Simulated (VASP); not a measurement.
Wanted: the native input for a VASP 6.6.1 run.

- Task: relaxation of cell and atoms
- Functional: PBE
- Potentials or basis: VASP PAW PBE potentials, release 64 (Si, Sn_d)
- Cutoff: 600 eV
- k mesh: 6 × 6 × 2
- Occupations: gaussian, width 0.1 eV
- Spin: no spin polarisation
- Dipole correction: no
- Further INCAR settings: ALGO = Normal; EDIFF = 1e-06; IBRION = 2; EDIFFG = -0.04; NSW = 90; ISIF = 3

The structure of Si2Sn lies in POSCAR:

```
Si2Sn
1.0
    3.0485575300      0.0000000000      0.0000000000
   -1.5242787600      2.6401282600      0.0000000000
    0.0000000000      0.0000000000     14.5276783700
Si Sn
4 2
Direct
    0.3333333300      0.6666666700      0.0833333300
    0.3333333300      0.6666666700      0.4166666700
    0.6666666700      0.3333333300      0.9166666700
    0.6666666700      0.3333333300      0.5833333300
    0.3333333300      0.6666666700      0.7500000000
    0.6666666700      0.3333333300      0.2500000000
```

The input as run:

INCAR

```
SYSTEM = Si2Sn
  PREC = Accurate
  ENCUT = 600
  EDIFF = 1E-6
  ISMEAR = 0
  SIGMA = 0.1
  LREAL = .False.
  LASPH = .True.
  NELM = 60
  ALGO = Normal
  ISIF = 3
  LWAVE = .False.
  LCHARG = .False.
  GGA = PE
  IBRION = 2
  NSW = 90
  EDIFFG = -0.04
```

KPOINTS

```
Automatic mesh
0
Gamma
  6 6 2
  0 0 0
```

Potentials or basis: VASP PAW PBE potentials, release 64 (Si, Sn_d).

Command:

```bash
$ cat potpaw_PBE.64/Si/POTCAR potpaw_PBE.64/Sn_d/POTCAR > POTCAR
$ mpirun -np 1 vasp_std > vasp.out
```

Results of the run:

```yaml
Relaxed_volume: 22.06 Å³/atom
Relaxed_cell: a = 3.716 Å, b = 3.716 Å, c = 11.071 Å, α = 90.00°, β = 90.00°, γ = 120.00°
Space_group_after_relaxing_to_0.1_Å: P6_3/mmc (No. 194)
Energy_gained_by_relaxing: 404.7 meV/atom
Ionic_steps: 15
Pressure_after_relaxing: -0.1 GPa
Largest_force_after_relaxing: 0.008 eV/Å
Band_gap_on_the_k_mesh: zero (bands 22 and 23 overlap by 4.42 eV)
```

Caveat: the k points lie up to 0.33 Å⁻¹ apart in the final cell, too coarse for converged energies and pressures of a metal; a cell axis changed by over 15 % at a fixed basis, so the end point is rough; spin-orbit coupling is left out, which moves the levels of the heavy elements.

It took 10 min on 1 thread of Intel Xeon 8259CL, with other jobs on the host, peak memory 0.28 GiB.
